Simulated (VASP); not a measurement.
# NaI (Fm-3m) in VASP: a series of runs, part 2 of 3

VASP 6.6.1. Earlier steps stand in the parts before.

**4. Single point, r2SCAN (31.78 Å³/atom)**

This run uses another cell than the first one, of 31.78 Å³/atom.

Input file POSCAR:

```
NaI
1.0
    0.0000000000      3.1673847274      3.1673847274
    3.1673847274      0.0000000000      3.1673847274
    3.1673847274      3.1673847274      0.0000000000
Na I
1 1
Direct
    0.0000000000      0.0000000000      0.0000000000
    0.5000000000      0.5000000000      0.5000000000
```

Input file INCAR.step1:

```
SYSTEM = NaI
PREC = Accurate
ENCUT = 520
ISMEAR = 0
SIGMA = 0.02
LREAL = .False.
LASPH = .True.
NELM = 100
NBANDS = 14
GGA = PE
ALGO = Normal
EDIFF = 1E-4
LWAVE = .True.
LCHARG = .False.
```

Input file INCAR.step2:

```
SYSTEM = NaI
PREC = Accurate
ENCUT = 520
EDIFF = 1E-7
ISMEAR = 0
SIGMA = 0.02
LREAL = .False.
LASPH = .True.
NELM = 100
ALGO = Normal
ISIF = 2
LWAVE = .False.
LCHARG = .False.
METAGGA = R2SCAN
LMIXTAU = .True.
NBANDS = 14
ISTART = 1
```

Input file KPOINTS:

```
regular mesh
0
Gamma
  6 6 6
  0 0 0
```

Potentials or basis: VASP PAW PBE potentials, release 64 (Na_pv, I).

On the command line:

```
> cat potpaw_PBE.64/Na_pv/POTCAR potpaw_PBE.64/I/POTCAR > POTCAR
> cp INCAR.step1 INCAR
> mpirun -np 1 vasp_std > vasp.out
> cp INCAR.step2 INCAR
> mpirun -np 1 vasp_std > vasp.out
```

OUTCAR:

```text
SYSTEM = NaI
   PREC = Accurate
   ENCUT = 520
   EDIFF = 1E-7
   ISMEAR = 0
   LREAL = .False.
   LASPH = .True.
   NELM = 100
   ISIF = 2
   METAGGA = R2SCAN
   ISTART = 1

 ion  position               nearest neighbor table
   1  0.000  0.000  0.000-   2 3.17   2 3.17   2 3.17   2 3.17   2 3.17   2 3.17
   2  0.500  0.500  0.500-   1 3.17   1 3.17   1 3.17   1 3.17   1 3.17   1 3.17

  LATTYP: Found a face centered cubic cell.
 ALAT       =     6.3347694548

  Lattice vectors:

 A1 = (   0.0000000000,   3.1673847274,   3.1673847274)
 A2 = (   3.1673847274,   0.0000000000,   3.1673847274)
 A3 = (   3.1673847274,   3.1673847274,   0.0000000000)

Analysis of symmetry for initial positions (statically):
=====================================================================
 Subroutine PRICEL returns:
 Original cell was already a primitive cell.

 Routine SETGRP: Setting up the symmetry group for a
 face centered cubic supercell.

 Subroutine GETGRP returns: Found 48 space group operations
 (whereof 48 operations were pure point group operations)
 out of a pool of 48 trial point group operations.

The static configuration has the point symmetry O_h .

Analysis of symmetry for dynamics (positions and initial velocities):
=====================================================================
 Subroutine PRICEL returns:
 Original cell was already a primitive cell.

 Routine SETGRP: Setting up the symmetry group for a
 face centered cubic supercell.

 Subroutine GETGRP returns: Found 48 space group operations
 (whereof 48 operations were pure point group operations)
 out of a pool of 48 trial point group operations.

The dynamic configuration has the point symmetry O_h .

 Subroutine INISYM returns: Found 48 space group operations
 (whereof 48 operations are pure point group operations),
 and found     1 'primitive' translations

----------------------------------------------------------------------------------------

                                     Primitive cell

  volume of cell :      63.5525
[... 110 lines left out ...]
   LRPA    =     F    only Hartree local field effects (RPA)
 non-spin polarized calculation
 Gauss-broadening in eV      SIGMA  =   0.02
  energy-cutoff  :      520.00
  volume of cell :       63.55
 maximum number of plane-waves:      1724
 NGX is ok and might be reduce to    36
   NGX = 17   NGY = 17   NGZ = 17

 number of electron      14.0000006 magnetization

 Free energy of the ion-electron system (eV)
  ---------------------------------------------------
  ext. energy  EPLUGINS =         0.00000000
  ---------------------------------------------------
  free energy    TOTEN  =       -31.07495074 eV

  energy without entropy =      -31.07495074  energy(sigma->0) =      -31.07495074

 E-fermi :   1.1282     XC(G=0):  -8.3491

 val. band max:        0.9509576525   @ k =   0.0000   0.0000   0.0000
 cond. band min:       5.5989387219   @ k =   0.0000   0.0000   0.0000
 fundamental gap:      4.6479810695
 Fermi energy:         1.1282267826

 k-point     1 :       0.0000    0.0000    0.0000
  band No.  band energies     occupation
      1     -22.2434      2.00000
      2     -22.2431      2.00000
      3     -22.2431      2.00000
      4     -10.5777      2.00000
      5       0.9510      2.00000
      6       0.9510      2.00000
      7       0.9510      2.00000
      8       5.5989      0.00000
      9       9.4180      0.00000
     10       9.4180      0.00000
     11       9.4180      0.00000
     12      11.3777      0.00000
     13      11.3777      0.00000
     14      12.1307      0.00000
[... 241 lines left out ...]
      1     -22.2476      2.00000
      2     -22.2461      2.00000
      3     -22.2455      2.00000
      4     -10.0669      2.00000
      5      -0.9460      2.00000
      6      -0.3112      2.00000
      7      -0.0481      2.00000
      8       7.1482      0.00000
      9       7.9385      0.00000
     10      10.3909      0.00000
     11      10.5460      0.00000
     12      13.9488      0.00000
     13      14.6743      0.00000
     14      14.7443      0.00000

------------------------ aborting loop because EDIFF is reached ----------------------------------------

  FORCE on cell =-STRESS in cart. coord.  units (eV):
  Direction    XX          YY          ZZ          XY          YZ          ZX
  --------------------------------------------------------------------------------------
  -------------------------------------------------------------------------------------
  Total        0.4252156      0.4252156      0.4252156      0.0000000      0.0000000     -0.0000000
  in kB       10.7198170     10.7198170     10.7198170      0.0000000      0.0000000     -0.0000000
  external PRESSURE =      10.7198170 kB  Pullay stress =       0.0000000 kB

 VOLUME and BASIS-vectors are now :
 -----------------------------------------------------------------------------
  energy-cutoff  :      520.00
  volume of cell :       63.55
      direct lattice vectors                 reciprocal lattice vectors
     0.000000000  3.167384727  3.167384727    -0.157858941  0.157858941  0.157858941
     3.167384727  0.000000000  3.167384727     0.157858941 -0.157858941  0.157858941
     3.167384727  3.167384727  0.000000000     0.157858941  0.157858941 -0.157858941

 POSITION                                       TOTAL-FORCE (eV/Angst)
 -----------------------------------------------------------------------------------
      0.00000      0.00000      0.00000         0.000000     -0.000000     -0.000000
      3.16738      3.16738      3.16738        -0.000000      0.000000      0.000000
 -----------------------------------------------------------------------------------
    total drift:                                0.000000      0.000000      0.000000

  FREE ENERGIE OF THE ION-ELECTRON SYSTEM (eV)
  ---------------------------------------------------
  free  energy   TOTEN  =       -31.0749507391 eV

  energy  without entropy=      -31.0749507391  energy(sigma->0) =      -31.07495074
```

Run time: 3.8 min. Hardware: 1 thread of AMD EPYC 7R13, shared host; peak memory 0.19 GiB.

What came out:

* Free energy: -31.0750 eV
* Pressure: 1.1 GPa
* Band gap on the k mesh: 4.65 eV

Caveat: the PAW data sets were made with another functional, which shifts forces and pressure a little; spin-orbit coupling is left out, which moves the levels of the heavy elements. r2SCAN opens gaps a little over a GGA but as a rule still falls short of measured ones.

**5. Single point, r2SCAN (32.79 Å³/atom)**

This run uses another cell than the first one, of 32.79 Å³/atom.

Input file POSCAR:

```
NaI
1.0
    0.0000000000      3.2007280696      3.2007280696
    3.2007280696      0.0000000000      3.2007280696
    3.2007280696      3.2007280696      0.0000000000
Na I
1 1
Direct
    0.0000000000      0.0000000000      0.0000000000
    0.5000000000      0.5000000000      0.5000000000
```

Input file INCAR.step1:

```
SYSTEM = NaI
ALGO     = Normal         ! electronic algorithm
EDIFF    = 1E-4           ! SCF threshold, eV
ENCUT    = 520            ! plane-wave cutoff, eV
GGA      = PE             ! functional
ISMEAR   = 0              ! smearing method
LASPH    = .True.         ! aspherical terms in the spheres
LCHARG   = .False.        ! write CHGCAR
LREAL    = .False.        ! projectors in reciprocal space
LWAVE    = .True.         ! write WAVECAR
NBANDS   = 14             ! bands
NELM     = 80             ! most SCF steps
PREC     = Accurate       ! precision mode
SIGMA    = 0.02           ! smearing width, eV
```

Input file INCAR.step2:

```
SYSTEM = NaI
ALGO     = Normal         ! electronic algorithm
EDIFF    = 1E-7           ! SCF threshold, eV
ENCUT    = 520            ! plane-wave cutoff, eV
ISIF     = 2              ! what is computed and relaxed
ISMEAR   = 0              ! smearing method
ISTART   = 1            
LASPH    = .True.         ! aspherical terms in the spheres
LCHARG   = .True.         ! write CHGCAR
LELF     = .True.         ! ELF
LMIXTAU  = .True.       
LREAL    = .False.        ! projectors in reciprocal space
LVHAR    = .True.       
LWAVE    = .False.        ! write WAVECAR
METAGGA  = R2SCAN         ! meta-GGA
NBANDS   = 14             ! bands
NELM     = 80             ! most SCF steps
PREC     = Accurate       ! precision mode
SIGMA    = 0.02           ! smearing width, eV
```

Input file KPOINTS:

```
k-points
0
Gamma
  6 6 6
  0 0 0
```

On the command line:

```
> cat potpaw_PBE.64/Na_pv/POTCAR potpaw_PBE.64/I/POTCAR > POTCAR
> cp INCAR.step1 INCAR
> mpirun -np 1 vasp_std > vasp.out
> cp INCAR.step2 INCAR
> mpirun -np 1 vasp_std > vasp.out
```

Run time: 4 min. Hardware: 1 thread of AMD EPYC 7R13, shared host; peak memory 0.19 GiB.

It converged, with:

- Free energy: -31.0840 eV
- Pressure: 0.4 GPa
- Band gap on the k mesh: 4.54 eV

Levels at points of the mesh, in eV from the valence-band top:
```tsv
k point	band 4	band 5	band 6	band 7	band 8	band 9	band 10	band 11
(0.00, 0.00, 0.00)	-11.44	0.00	0.00	0.00	4.54	8.47	8.47	8.47
(0.50, 0.00, 0.00)	-11.07	-2.31	-0.32	-0.32	5.71	8.10	8.10	10.04
(0.50, 0.50, 0.00)	-10.98	-2.05	-0.81	-0.81	5.25	5.96	10.96	12.28
```

Caveat: the PAW data sets were made with another functional, which shifts forces and pressure a little; spin-orbit coupling is left out, which moves the levels of the heavy elements.

[end of part 2 of 3]
